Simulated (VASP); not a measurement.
# Sr (Pm-3m) in VASP: a series of runs

The runs below take Sr through single point, with PBE.

Program: VASP 6.6.1. These are calculated values, not measurements. Logs are shortened: lines on timing, memory, paths and dates and some standing lists are left out, and cuts for length are marked.

### Step 1. The cell of the first run

The structure is cubic, space group Pm-3m (No. 221). Conventional cell: a = 2.905 Å, b = 2.905 Å, c = 2.905 Å, α = 90.00°, β = 90.00°, γ = 90.00°. Sr (site symmetry m-3m) has 6 Sr at 2.91 Å within 3.8 Å.

### Step 2. Single point, PBE (volume scaled by 0.43)

INCAR reads:

```
SYSTEM = Sr
  PREC = Accurate
  ENCUT = 520
  EDIFF = 1E-7
  ISMEAR = -1
  SIGMA = 0.05
  LREAL = .False.
  LASPH = .True.
  NELM = 60
  ALGO = Normal
  ISIF = 2
  LWAVE = .False.
  LCHARG = .False.
  GGA = PE
  NBANDS = 11
```

KPOINTS reads:

```
Automatic mesh
0
Gamma
  10 10 10
  0 0 0
```

POSCAR reads:

```
Sr
1.0
    2.9052510543      0.0000000000      0.0000000000
    0.0000000000      2.9052510543      0.0000000000
    0.0000000000      0.0000000000      2.9052510543
Sr
1
Direct
    0.0000000000      0.0000000000      0.0000000000
```

Potentials or basis: VASP PAW PBE potentials, release 64 (Sr_sv).

On the command line:

```console
$ cat potpaw_PBE.64/Sr_sv/POTCAR > POTCAR
$ mpirun -np 1 vasp_std > vasp.out
```

OUTCAR:

```text
SYSTEM = Sr
   PREC = Accurate
   ENCUT = 520
   EDIFF = 1E-7
   ISMEAR = -1
   LREAL = .False.
   LASPH = .True.
   NELM = 60
   ISIF = 2
   GGA = PE

 ion  position               nearest neighbor table
   1  0.000  0.000  0.000-

  LATTYP: Found a simple cubic cell.
 ALAT       =     2.9052510543

  Lattice vectors:

 A1 = (   2.9052510543,   0.0000000000,   0.0000000000)
 A2 = (   0.0000000000,   2.9052510543,   0.0000000000)
 A3 = (   0.0000000000,   0.0000000000,   2.9052510543)

Analysis of symmetry for initial positions (statically):
=====================================================================
 Subroutine PRICEL returns:
 Original cell was already a primitive cell.

 Routine SETGRP: Setting up the symmetry group for a
 simple cubic supercell.

 Subroutine GETGRP returns: Found 48 space group operations
 (whereof 48 operations were pure point group operations)
 out of a pool of 48 trial point group operations.

The static configuration has the point symmetry O_h .

Analysis of symmetry for dynamics (positions and initial velocities):
=====================================================================
 Subroutine PRICEL returns:
 Original cell was already a primitive cell.

 Routine SETGRP: Setting up the symmetry group for a
 simple cubic supercell.

 Subroutine GETGRP returns: Found 48 space group operations
 (whereof 48 operations were pure point group operations)
 out of a pool of 48 trial point group operations.

The dynamic configuration has the point symmetry O_h .

 Subroutine INISYM returns: Found 48 space group operations
 (whereof 48 operations are pure point group operations),
 and found     1 'primitive' translations

----------------------------------------------------------------------------------------

                                     Primitive cell

  volume of cell :      24.5217

  direct lattice vectors                    reciprocal lattice vectors
     2.905251054  0.000000000  0.000000000     0.344204333  0.000000000  0.000000000
     0.000000000  2.905251054  0.000000000     0.000000000  0.344204333  0.000000000
     0.000000000  0.000000000  2.905251054     0.000000000  0.000000000  0.344204333

  length of vectors
     2.905251054  2.905251054  2.905251054     0.344204333  0.344204333  0.344204333

  position of ions in fractional coordinates (direct lattice)
     0.000000000  0.000000000  0.000000000

[... 74 lines left out ...]
   NELM   =     60;   NELMIN=  2; NELMDL= -5     # of ELM steps
   EDIFF  = 0.1E-06   stopping-criterion for ELM
   LREAL  =      F    real-space projection
   EDIFFG = 0.1E-05   stopping-criterion for IOM
   NSW    =      0    number of steps for IOM
   IBRION =     -1    ionic relax: 0-MD 1-quasi-New 2-CG
   NFREE  =      0    steps in history (QN), initial steepest desc. (CG)
   ISIF   =      2    stress and relaxation
   ISYM   =      2    0-nonsym 1-usesym 2-fastsym
   POTIM  = 0.5000    time-step for ionic-motion
   TEBEG  =    0.0;   TEEND  =   0.0 temperature during run
   PSTRESS=    0.0 pullay stress
   NELECT =      10.0000    total number of electrons
   NUPDOWN=      -1.0000    fix difference up-down
   EMIN   =  10.00;   EMAX   =-10.00  energy-range for DOS
   EFERMI =   0.00;   METHOD = LEGACY
   ISMEAR =    -1;   SIGMA  =   0.05  broadening in eV -4-tet -1-fermi 0-gaus
   EFERMI_NEDOS =   21; number of points for ismear=-14 and -15
   IALGO  =     38    algorithm
   IMIX   =      4    mixing-type and parameters
     AMIX     =   0.40;   BMIX     =  1.00
     AMIX_MAG =   1.60;   BMIX_MAG =  1.00
  volume/ion in A,a.u.               =      24.52       165.48
  Fermi-wavevector in a.u.,A,eV,Ry     =   1.214016  2.294158 20.052748  1.473835
  Thomas-Fermi vector in A             =   2.349450
   LORBIT       =      0    0 simple, 1 ext, 2 COOP (PROOUT), +10 PAW based schemes
   GGA     = PE    functional components
   LHFCALC =     F    Hartree Fock is set to
   AEXX    =    0.0000 exact exchange contribution
   IVDW    =     0    specifies the selected vdW correction
   LEPSILON=     F    determine dielectric tensor
   LRPA    =     F    only Hartree local field effects (RPA)
 non-spin polarized calculation
  energy-cutoff  :      520.00
  volume of cell :       24.52
 maximum number of plane-waves:       691
 NGX is ok and might be reduce to    24
   NGX = 11   NGY = 11   NGZ = 11

 number of electron      10.0000000 magnetization

 Free energy of the ion-electron system (eV)
  ---------------------------------------------------
  ext. energy  EPLUGINS =         0.00000000
  ---------------------------------------------------
  free energy    TOTEN  =         0.21032145 eV

  energy without entropy =        0.21504820  energy(sigma->0) =        0.21268483

 E-fermi :   5.0199     XC(G=0): -10.3136

 val. band max:        5.0020853021   @ k =   0.5000   0.0000   0.0000
 cond. band min:       5.0205652574   @ k =   0.0000   0.0000   0.0000
 fundamental gap:      0.0184799553
 Fermi energy:         5.0199101195

 k-point     1 :       0.0000    0.0000    0.0000
  band No.  band energies     occupation
      1     -31.3294      2.00000
      2     -11.9159      2.00000
      3     -11.9159      2.00000
      4     -11.9159      2.00000
      5       1.4993      2.00000
      6       5.0206      0.99345
      7       5.0206      0.99345
      8      14.6979      0.00000
      9      14.6979      0.00000
     10      14.6979      0.00000
     11      19.3051      0.00000
[... 309 lines left out ...]
 k-point    24 :       0.3000    0.1000    0.1000
  band No.  band energies     occupation
      1     -31.0003      2.00000
      2     -13.7281      2.00000
      3     -12.0161      2.00000
      4     -11.9776      2.00000
      5       3.9927      2.00000
      6       6.4122      0.00000
      7       7.4508      0.00000
      8      10.2492      0.00000
      9      11.1232      0.00000
     10      13.6181      0.00000
     11      16.9694      0.00000

 [... further k-points ...]
[... 5 lines left out ...]
  --------------------------------------------------------------------------------------
  -------------------------------------------------------------------------------------
  Total        4.4562054      4.4562054      4.4562054      0.0000000      0.0000000      0.0000000
  in kB      291.1553520    291.1553520    291.1553520      0.0000000      0.0000000      0.0000000
  external PRESSURE =     291.1553520 kB  Pullay stress =       0.0000000 kB

 VOLUME and BASIS-vectors are now :
 -----------------------------------------------------------------------------
  energy-cutoff  :      520.00
  volume of cell :       24.52
      direct lattice vectors                 reciprocal lattice vectors
     2.905251054  0.000000000  0.000000000     0.344204333  0.000000000  0.000000000
     0.000000000  2.905251054  0.000000000     0.000000000  0.344204333  0.000000000
     0.000000000  0.000000000  2.905251054     0.000000000  0.000000000  0.344204333

 POSITION                                       TOTAL-FORCE (eV/Angst)
 -----------------------------------------------------------------------------------
      0.00000      0.00000      0.00000         0.000000      0.000000      0.000000
 -----------------------------------------------------------------------------------
    total drift:                                0.000000     -0.000000      0.000000

  FREE ENERGIE OF THE ION-ELECTRON SYSTEM (eV)
  ---------------------------------------------------
  free  energy   TOTEN  =         0.2103214509 eV

  energy  without entropy=        0.2150482033  energy(sigma->0) =        0.21268483
```

Run time: 15 s. Hardware: 1 thread of AMD EPYC 7R43 (Zen 3), shared host; peak memory 0.11 GiB.

Results:

- Free energy: 0.2103 eV
- Pressure: 29.1 GPa
- Band gap on the k mesh: zero (band 5 reaches 5.79 eV, above the bottom of band 6 at 4.44 eV)

Levels at points of the mesh, in eV from the Fermi level:
| k point | band 2 | band 3 | band 4 | band 5 | band 6 | band 7 | band 8 | band 9 |
| --- | --- | --- | --- | --- | --- | --- | --- | --- |
| (0.00, 0.00, 0.00) | -16.94 | -16.94 | -16.94 | -3.52 | 0.00 | 0.00 | 9.68 | 9.68 |
| (0.50, 0.00, 0.00) | -19.66 | -16.65 | -16.65 | -0.02 | 1.26 | 2.12 | 4.91 | 4.91 |
| (0.50, 0.50, 0.00) | -19.15 | -19.15 | -16.39 | -2.64 | 2.19 | 6.03 | 6.03 | 7.22 |
| (0.50, 0.50, 0.50) | -18.72 | -18.72 | -18.72 | -0.58 | -0.58 | -0.58 | 5.71 | 13.02 |

### Step 3. Single point, PBE (volume scaled by 0.43)

INCAR reads:

```
  PREC = Accurate
  ENCUT = 520
  EDIFF = 1E-6
  ISMEAR = -1
  SIGMA = 0.05
  LREAL = False
  LASPH = True
  NELM = 100
  ALGO = Normal
  ISIF = 2
  LWAVE = False
  LCHARG = False
  GGA = PE
  NBANDS = 11
```

KPOINTS reads:

```
regular mesh
0
Gamma
  10 10 10
```

POSCAR is that of step 2.

Potentials or basis: VASP PAW PBE potentials, release 64 (Sr_sv).

On the command line:

```console
$ cat potpaw_PBE.64/Sr_sv/POTCAR > POTCAR
$ mpirun -np 1 vasp_std > vasp.out
```

Wall time 12 s (1 thread of AMD EPYC 7R43 (Zen 3), shared host); peak memory 0.11 GiB.

The run converged. Its results:

```yaml
Free_energy: 0.2103 eV
Pressure: 29.1 GPa
Band_gap_on_the_k_mesh: zero (band 5 reaches 5.79 eV, above the bottom of band 6 at 4.44 eV)
```

Levels at points of the mesh, in eV from the Fermi level:
```csv
k point,band 3,band 4,band 5,band 6,band 7,band 8
"(0.00, 0.00, 0.00)",-16.94,-16.94,-3.52,0.00,0.00,9.68
"(0.50, 0.00, 0.00)",-16.65,-16.65,-0.02,1.26,2.12,4.91
"(0.50, 0.50, 0.00)",-19.15,-16.39,-2.64,2.19,6.03,6.03
"(0.50, 0.50, 0.50)",-18.72,-18.72,-0.58,-0.58,-0.58,5.71
```

### Step 4. Single point, PBE (volume scaled by 0.5)

INCAR reads:

```
SYSTEM = Sr
ALGO = Normal
EDIFF = 1E-6
ENCUT = 520
GGA = PE
ISIF = 2
ISMEAR = -1
LASPH = .True.
LCHARG = .True.
LELF = .True.
LREAL = .False.
LVHAR = .True.
LWAVE = .False.
NBANDS = 11
NELM = 80
PREC = Accurate
SIGMA = 0.05
```

KPOINTS reads:

```
k-points
0
Gamma
  10 10 10
  0 0 0
```

POSCAR reads:

```
Sr
1.0
    3.0550443344      0.0000000000      0.0000000000
    0.0000000000      3.0550443344      0.0000000000
    0.0000000000      0.0000000000      3.0550443344
Sr
1
Direct
    0.0000000000      0.0000000000      0.0000000000
```

Potentials or basis: VASP PAW PBE potentials, release 64 (Sr_sv).

On the command line:

```console
$ cat potpaw_PBE.64/Sr_sv/POTCAR > POTCAR
$ mpirun -np 1 vasp_std > vasp.out
```

OUTCAR:

```text
SYSTEM = Sr
   EDIFF = 1E-6
   ENCUT = 520
   GGA = PE
   ISIF = 2
   ISMEAR = -1
   LASPH = .True.
   LREAL = .False.
   NELM = 80
   PREC = Accurate

 ion  position               nearest neighbor table
   1  0.000  0.000  0.000-

  LATTYP: Found a simple cubic cell.
 ALAT       =     3.0550443344

  Lattice vectors:

 A1 = (   3.0550443344,   0.0000000000,   0.0000000000)
 A2 = (   0.0000000000,   3.0550443344,   0.0000000000)
 A3 = (   0.0000000000,   0.0000000000,   3.0550443344)

Analysis of symmetry for initial positions (statically):
=====================================================================
 Subroutine PRICEL returns:
 Original cell was already a primitive cell.

 Routine SETGRP: Setting up the symmetry group for a
 simple cubic supercell.

 Subroutine GETGRP returns: Found 48 space group operations
 (whereof 48 operations were pure point group operations)
 out of a pool of 48 trial point group operations.

The static configuration has the point symmetry O_h .

Analysis of symmetry for dynamics (positions and initial velocities):
=====================================================================
 Subroutine PRICEL returns:
 Original cell was already a primitive cell.

 Routine SETGRP: Setting up the symmetry group for a
 simple cubic supercell.

 Subroutine GETGRP returns: Found 48 space group operations
 (whereof 48 operations were pure point group operations)
 out of a pool of 48 trial point group operations.

The dynamic configuration has the point symmetry O_h .

 Subroutine INISYM returns: Found 48 space group operations
 (whereof 48 operations are pure point group operations),
 and found     1 'primitive' translations

----------------------------------------------------------------------------------------

                                     Primitive cell

  volume of cell :      28.5136
[... 104 lines left out ...]
   IALGO  =     38    algorithm
   IMIX   =      4    mixing-type and parameters
     AMIX     =   0.40;   BMIX     =  1.00
     AMIX_MAG =   1.60;   BMIX_MAG =  1.00
  volume/ion in A,a.u.               =      28.51       192.42
  Fermi-wavevector in a.u.,A,eV,Ry     =   1.154491  2.181672 18.134526  1.332850
  Thomas-Fermi vector in A             =   2.291127
   LORBIT       =      0    0 simple, 1 ext, 2 COOP (PROOUT), +10 PAW based schemes
   GGA     = PE    functional components
   LHFCALC =     F    Hartree Fock is set to
   AEXX    =    0.0000 exact exchange contribution
   IVDW    =     0    specifies the selected vdW correction
   LEPSILON=     F    determine dielectric tensor
   LRPA    =     F    only Hartree local field effects (RPA)
 non-spin polarized calculation
  energy-cutoff  :      520.00
  volume of cell :       28.51
 maximum number of plane-waves:       804
 NGX is ok and might be reduce to    24
   NGX = 11   NGY = 11   NGZ = 11

 number of electron      10.0000000 magnetization

 Free energy of the ion-electron system (eV)
  ---------------------------------------------------
  ext. energy  EPLUGINS =         0.00000000
  ---------------------------------------------------
  free energy    TOTEN  =        -0.36021046 eV

  energy without entropy =       -0.35707755  energy(sigma->0) =       -0.35864400

 E-fermi :   4.2088     XC(G=0):  -9.6675

 val. band max:        4.2010506830   @ k =   0.5000   0.4000   0.4000
 cond. band min:       4.4159448576   @ k =   0.0000   0.0000   0.0000
 fundamental gap:      0.2148941746
 Fermi energy:         4.2087598771

 k-point     1 :       0.0000    0.0000    0.0000
  band No.  band energies     occupation
      1     -32.0587      2.00000
      2     -13.1224      2.00000
      3     -13.1224      2.00000
      4     -13.1224      2.00000
      5       0.4745      2.00000
      6       4.4159      0.03123
      7       4.4159      0.03123
      8      12.7493      0.00000
      9      12.7493      0.00000
     10      12.7493      0.00000
     11      16.8656      0.00000
[... 309 lines left out ...]
 k-point    24 :       0.3000    0.1000    0.1000
  band No.  band energies     occupation
      1     -31.8535      2.00000
      2     -14.3904      2.00000
      3     -13.1920      2.00000
      4     -13.1644      2.00000
      5       2.7348      2.00000
      6       5.5645      0.00000
      7       6.1713      0.00000
      8       8.9989      0.00000
      9       9.5991      0.00000
     10      11.8523      0.00000
     11      14.7855      0.00000

 [... further k-points ...]
[... 5 lines left out ...]
  --------------------------------------------------------------------------------------
  -------------------------------------------------------------------------------------
  Total        3.1696107      3.1696107      3.1696107      0.0000000     -0.0000000      0.0000000
  in kB      178.1000124    178.1000124    178.1000124      0.0000000     -0.0000000      0.0000000
  external PRESSURE =     178.1000124 kB  Pullay stress =       0.0000000 kB

 VOLUME and BASIS-vectors are now :
 -----------------------------------------------------------------------------
  energy-cutoff  :      520.00
  volume of cell :       28.51
      direct lattice vectors                 reciprocal lattice vectors
     3.055044334  0.000000000  0.000000000     0.327327492  0.000000000  0.000000000
     0.000000000  3.055044334  0.000000000     0.000000000  0.327327492  0.000000000
     0.000000000  0.000000000  3.055044334     0.000000000  0.000000000  0.327327492

 POSITION                                       TOTAL-FORCE (eV/Angst)
 -----------------------------------------------------------------------------------
      0.00000      0.00000      0.00000         0.000000      0.000000      0.000000
 -----------------------------------------------------------------------------------
    total drift:                                0.000000     -0.000000      0.000000

  FREE ENERGIE OF THE ION-ELECTRON SYSTEM (eV)
  ---------------------------------------------------
  free  energy   TOTEN  =        -0.3602104569 eV

  energy  without entropy=       -0.3570775483  energy(sigma->0) =       -0.35864400
```

OSZICAR:

```text
N       E                     dE             d eps       ncg     rms          rms(c)
DAV:   1     0.362909263488E+02    0.36291E+02   -0.55269E+03  1232   0.865E+02
DAV:   2     0.689294103894E+00   -0.35602E+02   -0.34873E+02  1482   0.171E+02
DAV:   3    -0.412253831703E+00   -0.11015E+01   -0.10926E+01  1683   0.227E+01
DAV:   4    -0.437397437611E+00   -0.25144E-01   -0.25130E-01  1505   0.315E+00
DAV:   5    -0.438314611639E+00   -0.91717E-03   -0.91715E-03  1756   0.370E-01    0.191E+01
DAV:   6    -0.382890352649E+00    0.55424E-01   -0.41584E-02  1588   0.131E+00    0.114E+01
DAV:   7    -0.359952387667E+00    0.22938E-01   -0.82176E-02  1791   0.177E+00    0.495E-01
DAV:   8    -0.360179224031E+00   -0.22684E-03   -0.25217E-03  1417   0.406E-01    0.111E-01
DAV:   9    -0.360205924471E+00   -0.26700E-04   -0.63473E-05  1537   0.695E-02    0.399E-02
DAV:  10    -0.360209560395E+00   -0.36359E-05   -0.65794E-06  1455   0.211E-02    0.103E-02
DAV:  11    -0.360210456884E+00   -0.89649E-06   -0.65233E-07   859   0.700E-03
   1 F= -.36021046E+00 E0= -.35864400E+00  d E =-.313291E-02
```

stdout:

```text
POSCAR found type information on POSCAR Sr
 POSCAR found :  1 types and       1 ions
 scaLAPACK will be used
 LDA part: xc-table for (Slater+PW92), standard interpolation
 POSCAR, INCAR and KPOINTS ok, starting setup
 FFT: planning ... GRIDC
 FFT: planning ... GRID_SOFT
 FFT: planning ... GRID
 WAVECAR not read
 entering main loop
```

Wall time 13 s (1 thread of AMD EPYC 7R43 (Zen 3), shared host); peak memory 0.11 GiB.

Results:

```yaml
Free_energy: -0.3602 eV
Pressure: 17.8 GPa
Band_gap_on_the_k_mesh: zero (band 5 reaches 4.43 eV, above the bottom of band 6 at 3.92 eV)
```

Levels at points of the mesh, in eV from the Fermi level:
| k point | band 1 | band 2 | band 3 | band 4 | band 5 | band 6 | band 7 | band 8 | band 9 | band 10 |
| --- | --- | --- | --- | --- | --- | --- | --- | --- | --- | --- |
| (0.00, 0.00, 0.00) | -36.27 | -17.33 | -17.33 | -17.33 | -3.73 | 0.21 | 0.21 | 8.54 | 8.54 | 8.54 |
| (0.50, 0.00, 0.00) | -36.02 | -19.25 | -17.14 | -17.14 | -0.44 | 1.30 | 1.40 | 4.51 | 4.51 | 9.01 |
| (0.50, 0.50, 0.00) | -35.78 | -18.91 | -18.91 | -16.96 | -2.11 | 1.82 | 5.46 | 5.46 | 5.93 | 5.93 |
| (0.50, 0.50, 0.50) | -35.56 | -18.62 | -18.62 | -18.62 | -0.29 | -0.29 | -0.29 | 5.49 | 11.32 | 11.32 |

(Part 1 of 2 ends here.)
